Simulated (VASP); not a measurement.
# Li2O (Fm-3m) in VASP: notebook, part 3 of 3

VASP 6.6.1. Earlier steps stand in the parts before.

## 7. Electric field gradients, PBEsol (8.54 Å³/atom)

This run uses another cell than the first one, of 8.54 Å³/atom.

INCAR reads:

```
PREC     = Accurate       # precision mode
ENCUT    = 650            # plane-wave cutoff, eV
EDIFF    = 1E-8           # SCF threshold, eV
ISMEAR   = -1             # smearing method
SIGMA    = 0.03           # smearing width, eV
LREAL    = False          # projectors in reciprocal space
LASPH    = True           # aspherical terms in the spheres
NELM     = 120            # most SCF steps
ALGO     = Normal         # electronic algorithm
ISIF     = 2              # what is computed and relaxed
LWAVE    = False          # write WAVECAR
LCHARG   = False          # write CHGCAR
GGA      = PS             # functional
LEFG     = True         
NBANDS   = 13             # bands
GGA_COMPAT= False
```

KPOINTS reads:

```
regular mesh
0
Gamma
  9 9 9
```

POSCAR reads:

```
Li2O
1.0
    0.0000000000      2.3398916431      2.3398916431
    2.3398916431      0.0000000000      2.3398916431
    2.3398916431      2.3398916431      0.0000000000
Li O
2 1
Direct
    0.2500000000      0.2500000000      0.2500000000
    0.7500000000      0.7500000000      0.7500000000
    0.0000000000      0.0000000000      0.0000000000
```

Potentials or basis: VASP PAW PBE potentials, release 64 (Li_sv, O).

Launch:

```sh
cat potpaw_PBE.64/Li_sv/POTCAR potpaw_PBE.64/O/POTCAR > POTCAR
mpirun -np 1 vasp_std > vasp.out
```

OUTCAR:

```text
PREC = Accurate
   ENCUT = 650
   EDIFF = 1E-8
   ISMEAR = -1
   LREAL = False
   LASPH = True
   NELM = 120
   ISIF = 2
   GGA = PS

 ion  position               nearest neighbor table
   1  0.250  0.250  0.250-   3 2.03   3 2.03   3 2.03   3 2.03   2 2.34   2 2.34   2 2.34   2 2.34
                             2 2.34   2 2.34
   2  0.750  0.750  0.750-   3 2.03   3 2.03   3 2.03   3 2.03   1 2.34   1 2.34   1 2.34   1 2.34
                             1 2.34   1 2.34
   3  0.000  0.000  0.000-   2 2.03   2 2.03   2 2.03   1 2.03   2 2.03   1 2.03   1 2.03   1 2.03

  LATTYP: Found a face centered cubic cell.
 ALAT       =     4.6797832862

  Lattice vectors:

 A1 = (   0.0000000000,   2.3398916431,   2.3398916431)
 A2 = (   2.3398916431,   0.0000000000,   2.3398916431)
 A3 = (   2.3398916431,   2.3398916431,   0.0000000000)

Analysis of symmetry for initial positions (statically):
=====================================================================
 Subroutine PRICEL returns:
 Original cell was already a primitive cell.

 Routine SETGRP: Setting up the symmetry group for a
 face centered cubic supercell.

 Subroutine GETGRP returns: Found 48 space group operations
 (whereof 48 operations were pure point group operations)
 out of a pool of 48 trial point group operations.

The static configuration has the point symmetry O_h .

Analysis of symmetry for dynamics (positions and initial velocities):
=====================================================================
 Subroutine PRICEL returns:
 Original cell was already a primitive cell.

 Routine SETGRP: Setting up the symmetry group for a
 face centered cubic supercell.

[... 542 lines left out ...]
     13      23.8680      0.00000

 [... further k-points ...]

------------------------ aborting loop because EDIFF is reached ----------------------------------------

  FORCE on cell =-STRESS in cart. coord.  units (eV):
  Direction    XX          YY          ZZ          XY          YZ          ZX
  --------------------------------------------------------------------------------------
  -------------------------------------------------------------------------------------
  Total       -0.7967782     -0.7967782     -0.7967782      0.0000000      0.0000000      0.0000000
  in kB      -49.8231043    -49.8231043    -49.8231043      0.0000000      0.0000000      0.0000000
  external PRESSURE =     -49.8231043 kB  Pullay stress =       0.0000000 kB

 VOLUME and BASIS-vectors are now :
 -----------------------------------------------------------------------------
  energy-cutoff  :      650.00
  volume of cell :       25.62
      direct lattice vectors                 reciprocal lattice vectors
     0.000000000  2.339891643  2.339891643    -0.213685109  0.213685109  0.213685109
     2.339891643  0.000000000  2.339891643     0.213685109 -0.213685109  0.213685109
     2.339891643  2.339891643  0.000000000     0.213685109  0.213685109 -0.213685109

 POSITION                                       TOTAL-FORCE (eV/Angst)
 -----------------------------------------------------------------------------------
      1.16995      1.16995      1.16995        -0.000000     -0.000000     -0.000000
      3.50984      3.50984      3.50984         0.000000      0.000000      0.000000
      0.00000      0.00000      0.00000        -0.000000     -0.000000     -0.000000
 -----------------------------------------------------------------------------------
    total drift:                                0.000000      0.000000      0.000000

  FREE ENERGIE OF THE ION-ELECTRON SYSTEM (eV)
  ---------------------------------------------------
  free  energy   TOTEN  =       -14.7333724221 eV

  energy  without entropy=      -14.7333724221  energy(sigma->0) =      -14.73337242

 Electric field gradients (V/A^2)
---------------------------------------------------------------------
 ion       V_xx      V_yy      V_zz      V_xy      V_xz      V_yz
---------------------------------------------------------------------
   1      -0.000    -0.000    -0.000    -0.001    -0.001    -0.001
   2      -0.000    -0.000    -0.000    -0.001    -0.001    -0.001
   3      -0.000     0.000    -0.000     0.001     0.001     0.001
---------------------------------------------------------------------

 Electric field gradients after diagonalization (V/A^2)
 (convention: |V_zz| > |V_xx| > |V_yy|)
----------------------------------------------------------------------
 ion       V_xx      V_yy      V_zz     asymmetry (V_yy - V_xx)/ V_zz
----------------------------------------------------------------------
   1       0.001     0.001    -0.001       0.000
   2       0.001     0.001    -0.001       0.000
   3      -0.001    -0.001     0.002       0.000
----------------------------------------------------------------------

           NMR quadrupolar parameters

 Cq : quadrupolar parameter    Cq=e*Q*V_zz/h
 eta: asymmetry parameters     (V_yy - V_xx)/ V_zz
 Q  : nuclear electric quadrupole moment in mb (millibarn)
----------------------------------------------------------------------
 ion       Cq(MHz)       eta       Q (mb)
----------------------------------------------------------------------
   1      -0.000       0.000       1.000
   2      -0.000       0.000       1.000
   3       0.000       0.000       1.000
----------------------------------------------------------------------
```

OSZICAR:

```text
N       E                     dE             d eps       ncg     rms          rms(c)
DAV:   1     0.510304550893E+02    0.51030E+02   -0.65434E+03   910   0.114E+03
DAV:   2    -0.106727312783E+02   -0.61703E+02   -0.58509E+02  1111   0.241E+02
DAV:   3    -0.162865633758E+02   -0.56138E+01   -0.55650E+01  1679   0.535E+01
DAV:   4    -0.163428010399E+02   -0.56238E-01   -0.56227E-01  1057   0.656E+00
DAV:   5    -0.163432365939E+02   -0.43555E-03   -0.43555E-03  1368   0.462E-01    0.698E+00
DAV:   6    -0.148004295837E+02    0.15428E+01   -0.75893E+00   975   0.143E+01    0.289E+00
DAV:   7    -0.147489382127E+02    0.51491E-01   -0.20739E-01  1123   0.308E+00    0.147E+00
DAV:   8    -0.147349827982E+02    0.13955E-01   -0.71582E-02   950   0.255E+00    0.420E-01
DAV:   9    -0.147331433732E+02    0.18394E-02   -0.57405E-03  1212   0.642E-01    0.124E-01
DAV:  10    -0.147333966166E+02   -0.25324E-03   -0.56586E-04  1070   0.204E-01    0.504E-02
DAV:  11    -0.147333723350E+02    0.24282E-04   -0.55948E-05  1203   0.783E-02    0.118E-02
DAV:  12    -0.147333732292E+02   -0.89428E-06   -0.56755E-06  1126   0.261E-02    0.801E-03
DAV:  13    -0.147333725069E+02    0.72230E-06   -0.35998E-06  1140   0.167E-02    0.156E-03
DAV:  14    -0.147333724428E+02    0.64162E-07   -0.51338E-08  1169   0.238E-03    0.103E-03
DAV:  15    -0.147333724193E+02    0.23478E-07   -0.39987E-08  1279   0.139E-03    0.493E-05
DAV:  16    -0.147333724221E+02   -0.28369E-08   -0.20612E-09   792   0.425E-04
   1 F= -.14733372E+02 E0= -.14733372E+02  d E =-.492278E-10
```

stdout:

```text
POSCAR found type information on POSCAR LiO
 POSCAR found :  2 types and       3 ions
 scaLAPACK will be used
 -----------------------------------------------------------------------------
|                                                                             |
|                                                                             |
|     You enforced a specific xc type in the INCAR file but a different       |
|     I HOPE YOU KNOW WHAT YOU ARE DOING!                                     |
|                                                                             |
 -----------------------------------------------------------------------------

 LDA part: xc-table for (Slater+PW92), standard interpolation
 POSCAR, INCAR and KPOINTS ok, starting setup
 FFT: planning ... GRIDC
 FFT: planning ... GRID_SOFT
 FFT: planning ... GRID
 WAVECAR not read
 entering main loop
ion   1

ion   2

ion   3
```

Wall time 9.5 s (1 thread of Intel Xeon 6975P-C (Granite Rapids), shared host); peak memory 0.15 GiB.

What came out:

- Free energy: -14.7334 eV
- Pressure: -5.0 GPa
- Band gap on the k mesh: 4.84 eV (least direct gap 4.89 eV)
- Largest electric field gradient by atom: zero within the noise of the run

Levels at points of the mesh, in eV from the valence-band top:
```
           k point  band 3  band 4  band 5  band 6  band 7  band 8  band 9  band 10
(0.00, 0.00, 0.00)  -15.29    0.00    0.00    0.00    4.89   11.59   11.59    11.59
```

Caveat: the cell stands under tension; the PAW data sets were made with another functional, which shifts forces and pressure a little; an odd mesh through Γ misses points on the zone boundary, where band edges can lie.

## 8. Overview

| cell | gap on the mesh (eV) | pressure (GPa) |
| --- | --- | --- |
| a = 3.266 Å, angles 60.0°, 3 atoms | 4.92 | -2.2 |
| a = 3.244 Å, angles 60.0°, 3 atoms | 4.96 | -0.6 |
| a = 3.277 Å, angles 60.0°, 3 atoms | 4.90 | -3.0 |
| a = 3.309 Å, angles 60.0°, 3 atoms | 4.84 | -5.0 |

Alike in all rows: task electric field gradients; level PBEsol; potentials or basis VASP PAW PBE potentials, release 64 (Li_sv, O); no spin polarisation; k mesh 9 × 9 × 9; cutoff (eV) 650; smearing fermi-dirac 0.03 eV.

Caveats: the PAW data sets were made with another functional, which shifts forces and pressure a little; an odd mesh through Γ misses points on the zone boundary, where band edges can lie; the cell stands under tension (at least some runs).

Absolute energies hang on the potentials; compare differences alone.
